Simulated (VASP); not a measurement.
Write the native input for VASP 6.6.1 that does the following.

```yaml
Task: single point
Functional: PBEsol
Potentials_or_basis: VASP PAW PBE potentials, release 64 (In_d, Sb)
Cutoff: 520 eV
k_mesh: 8 × 8 × 8
Occupations: gaussian, width 0.15 eV
Spin: no spin polarisation
Dipole_correction: no
Further_INCAR_settings: ALGO = Normal; EDIFF = 1e-06; NBANDS = 22
```

The structure of InSb3 lies in POSCAR:

```
InSb3
1.0
    4.7284623064     -0.0550865859     -0.0550865859
   -0.0550865859      4.7284623064     -0.0550865859
   -0.0550865859     -0.0550865859      4.7284623064
In Sb
1 3
Direct
    0.0000000000      0.0000000000      0.0000000000
    0.5000000000      0.0000000000      0.5000000000
    0.0000000000      0.5000000000      0.5000000000
    0.5000000000      0.5000000000      0.0000000000
```

The input as run:

INCAR

```
SYSTEM = InSb3
PREC     = Accurate       ! precision mode
ENCUT    = 520            ! plane-wave cutoff, eV
EDIFF    = 1E-6           ! SCF threshold, eV
ISMEAR   = 0              ! smearing method
SIGMA    = 0.15           ! smearing width, eV
LREAL    = .False.        ! projectors in reciprocal space
LASPH    = .True.         ! aspherical terms in the spheres
NELM     = 100            ! most SCF steps
ALGO     = Normal         ! electronic algorithm
ISIF     = 2              ! what is computed and relaxed
LWAVE    = .False.        ! write WAVECAR
LCHARG   = .False.        ! write CHGCAR
GGA      = PS             ! functional
NBANDS   = 22             ! bands
```

KPOINTS

```
Automatic mesh
0
Gamma
  8 8 8
  0 0 0
```

Potentials or basis: VASP PAW PBE potentials, release 64 (In_d, Sb).

Launch:

```console
$ cat potpaw_PBE.64/In_d/POTCAR potpaw_PBE.64/Sb/POTCAR > POTCAR
$ mpirun -np 1 vasp_std > vasp.out
```

It gave:

* Pressure: 0.1 GPa
* Band gap on the k mesh: zero (bands 14 and 15 overlap by 4.66 eV)

Caveat: the PAW data sets were made with another functional, which shifts forces and pressure a little; spin-orbit coupling is left out, which moves the levels of the heavy elements.

Run time: 2.3 min on 1 thread of Intel Xeon 8259CL, with other jobs on the host, peak memory 0.3 GiB.
